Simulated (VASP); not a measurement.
Ag, 1 atom in the cell. Symmetry: Fm-3m, No. 225, cubic system. Conventional cell: a = 4.148 Å, b = 4.148 Å, c = 4.148 Å, α = 90.00°, β = 90.00°, γ = 90.00°. Within 3.9 Å of Ag (site symmetry m-3m) lie 12 Ag at 2.93 Å. 

```yaml
Program: VASP 6.6.1
Task: single point
Functional: PBE
Potentials_or_basis: VASP PAW PBE potentials, release 64 (Ag)
Cutoff: 520 eV
k_mesh: 16 × 16 × 16
Occupations: fermi-dirac, width 0.05 eV
Spin: no spin polarisation
Dipole_correction: no
Further_INCAR_settings: ALGO = Normal; EDIFF = 1e-07; NBANDS = 12
```

Potentials or basis: VASP PAW PBE potentials, release 64 (Ag).

Launch:

```bash
$ cat potpaw_PBE.64/Ag/POTCAR > POTCAR
$ mpirun -np 1 vasp_std > vasp.out
```

Hardware: 1 thread of Intel(R) Xeon(R) Platinum 8488C (Sapphire Rapids), with other jobs on the host.

Q: Estimate the wall time of this run.

A: It took 12 s on 1 thread of Intel(R) Xeon(R) Platinum 8488C (Sapphire Rapids), on a shared host, peak memory 0.16 GiB. Counts: scf iterations 12, k points 145.
